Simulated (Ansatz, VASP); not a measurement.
# B3W: VASP beside Ansatz

```
CELL_PARAMETERS angstrom
-1.53933 1.53933 3.67823
1.53933 -1.53933 3.67823
1.53933 1.53933 -3.67823
ATOMIC_POSITIONS crystal
B 0.50000 0.50000 0.00000
B 0.25000 0.75000 0.50000
B 0.75000 0.25000 0.50000
W 0.00000 0.00000 0.00000
```

Alike in both runs: functional PBE; k mesh 8 × 8 × 8; occupations gaussian, width 0.1 eV; no spin polarisation.

Ansatz relaxed the structure, and its values are those at the end. VASP's run is a single point on that final structure, the one shown.

|  | VASP | Ansatz |
| --- | --- | --- |
| version | VASP 6.6.1 | Ansatz 0.2.0 |
| potentials or method | VASP PAW PBE potentials, release 64 (B, W_sv), cutoff 520 eV | scalar-relativistic, plane waves, PAW |
| valence electrons in the cell | 23 | 23 |

Ansatz gave:

- gap on the k mesh at the Fermi level (eV): none
- pressure (GPa): 0.0

Question: What did VASP give for the same quantities?

Answer: gap on the k mesh at the Fermi level (eV): none; pressure (GPa): 0.4.

A gap of «none» marks a metal or a gap that the smearing closes. The functional is the same, so the differences come from potentials, cutoffs and numerics.

The k mesh is coarse, so the values compare programs but aren't converged. Neither program's run includes spin-orbit coupling.
